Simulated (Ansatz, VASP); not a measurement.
# One calculation of Gd2NF3, two programs

```
CELL_PARAMETERS angstrom
3.81240 0.00000 0.00000
-1.90620 3.30163 0.00000
0.00000 0.00000 6.28042
ATOMIC_POSITIONS crystal
Gd 0.33333 0.66667 0.22900
Gd 0.66667 0.33333 0.77100
N 0.00000 0.00000 0.00000
F 0.33333 0.66667 0.67187
F 0.66667 0.33333 0.32813
F 0.00000 0.00000 0.50000
```

Change from the starting cell: species swapped into the Li3SmBi2 type (P-3m1, No. 164).

Alike in both runs: functional PBE; k mesh 3 × 3 × 2; occupations gaussian, width 0.15 eV; collinear spin.

Ansatz relaxed the structure, and its values are those at the end. VASP's run is a single point on that final structure, the one shown.

```csv
,VASP,Ansatz
version,VASP 6.6.1,Ansatz 0.2.0
potentials or method,"VASP PAW PBE potentials, release 64 (Gd, N, F), cutoff 600 eV","scalar-relativistic, plane waves, PAW"
valence electrons in the cell,62,62
```

VASP gave:

- gap on the k mesh at the Fermi level (eV): 1.82
- least direct gap on the mesh (eV): 1.84
- pressure (GPa): -0.6
- rms of the force components (eV/Å): 0.010
- net moment per atom (μB): 2.33
- size of the moment on the site where the two differ most (μB): 6.77

Question: Estimate Ansatz's values.

Answer: gap on the k mesh at the Fermi level (eV): 1.79; least direct gap on the mesh (eV): 1.81; pressure (GPa): -0.4; rms of the force components (eV/Å): 0.009; net moment per atom (μB): 2.33; size of the moment on the site where the two differ most (μB): 6.79.

Site moments also hang on the region over which each program counts them. The functional is the same, so the differences come from potentials, cutoffs and numerics.

The k mesh is coarse, so the values compare programs but aren't converged. Neither program's run includes spin-orbit coupling.
